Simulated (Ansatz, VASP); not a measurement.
# Hf2S in VASP and in Ansatz

The input INCAR:

```
ALGO = Normal ; EDIFF = 1E-7
ENCUT = 520 ; GGA = PS
ISIF = 2 ; ISMEAR = 0
LASPH = True ; LCHARG = True
LELF = True ; LREAL = False
LVHAR = True ; LWAVE = False
NBANDS = 35 ; NELM = 80
PREC = Accurate ; SIGMA = 0.15
```

The input KPOINTS:

```
k-points
0
Gamma
  16 16 4
```

Contents of POSCAR:

```
Hf2S
1.0
   -3.3465310252      0.0000000000      0.0000000000
   -1.6732655126     -2.8981808824      0.0000000000
    0.0000000000      0.0000000000     11.9142358425
Hf S
4 2
Direct
    0.6666666667      0.6666666667      0.3902533204
    0.3333333333      0.3333333333      0.8797616698
    0.6666666667      0.6666666667      0.0992550290
    0.3333333333      0.3333333333      0.5887633783
    0.0000000000      1.0000000000      0.2447541747
    0.0000000000      0.0000000000      0.7342625241
```

Input for Ansatz:

```yaml
crystal:
  lattice:
    - [-3.3465310252, 0.0, 0.0]
    - [-1.6732655126, -2.8981808824, 0.0]
    - [0.0, 0.0, 11.9142358425]
  atoms:
    - { symbol: Hf, position: [0.6666666667, 0.6666666667, 0.3902533204] }
    - { symbol: Hf, position: [0.3333333333, 0.3333333333, 0.8797616698] }
    - { symbol: Hf, position: [0.6666666667, 0.6666666667, 0.099255029] }
    - { symbol: Hf, position: [0.3333333333, 0.3333333333, 0.5887633783] }
    - { symbol: S, position: [0.0, 1.0, 0.2447541747] }
    - { symbol: S, position: [0.0, 0.0, 0.7342625241] }
basis:
  ecutwfc: 420
kpoints:
  mp_grid: { grid: [16, 16, 4] }
hamiltonian:
  xc: pbesol
scf:
  occupations: { method: gaussian, width: 0.15 }
output:
  forces: true
  stress: true
  eigenvalues: true
```

Alike in both runs: task single point; functional PBEsol; k mesh 16 × 16 × 4; occupations gaussian, width 0.15 eV; no spin polarisation.

```csv
,VASP,Ansatz
version,VASP 6.6.1,Ansatz 0.2.0
potentials or method,"VASP PAW PBE potentials, release 64 (Hf_pv, S), cutoff 520 eV","scalar-relativistic, plane waves, PAW"
valence electrons in the cell,52,116
```

VASP gave:

- gap on the k mesh at the Fermi level (eV): none
- pressure (GPa): -3.2
- traceless stress, the component that is largest in VASP (GPa): -2.29
- rms of the force components (eV/Å): 0.306

Problem. Estimate Ansatz's values.

Solution. gap on the k mesh at the Fermi level (eV): none; pressure (GPa): -2.7; traceless stress, the component that is largest in VASP (GPa): -2.30; rms of the force components (eV/Å): 0.311.

VASP's potentials were made for PBE, not for PBEsol. Atom by atom the forces differ by 0.006 eV/Å (rms over components). A gap of «none» marks a metal or a gap that the smearing closes. With one functional, cell and mesh, what is left measures potentials, basis and numerics. VASP's potentials hold 52 valence electrons a cell and Ansatz's 116, so a difference there can come from the potentials and not from the codes.

Neither program's run includes spin-orbit coupling.
